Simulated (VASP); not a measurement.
Here is a VASP 6.6.1 calculation.

The input INCAR:

```
SYSTEM = Br
PREC = Accurate
ENCUT = 520
EDIFF = 1E-6
ISMEAR = -1
SIGMA = 0.05
LREAL = .False.
LASPH = .True.
NELM = 80
ALGO = Normal
ISIF = 2
LWAVE = .False.
LCHARG = .False.
GGA = PE
NBANDS = 22
```

File KPOINTS:

```
Automatic mesh
0
Gamma
  7 7 3
  0 0 0
```

File POSCAR:

```
Br
1.0
    3.3632500000     -2.3225500000      0.0000000000
    3.3632500000      2.3225500000      0.0000000000
    0.0000000000      0.0000000000      8.7023000000
Br
4
Direct
    0.3651000000      0.6349000000      0.3901000000
    0.1349000000      0.8651000000      0.8901000000
    0.6349000000      0.3651000000      0.6099000000
    0.8651000000      0.1349000000      0.1099000000
```

Potentials or basis: VASP PAW PBE potentials, release 64 (Br).

Command:

```sh
$ cat potpaw_PBE.64/Br/POTCAR > POTCAR
$ mpirun -np 1 vasp_std > vasp.out
```

Predict the band gap on the k mesh.

1.90 eV, indirect (least direct gap 1.92 eV).

What does it give for the pressure?

1.9 GPa.

Estimate the largest force.

0.882 eV/Å.

Forces on the atoms (eV/Å):
```
Br   0.000  0.424 -0.774
Br   0.000 -0.424 -0.774
Br   0.000 -0.424  0.774
Br   0.000  0.424  0.774
```

A k mesh can miss the band edges. Expect the measured gap to be larger: semilocal functionals such as PBE lack the derivative discontinuity.
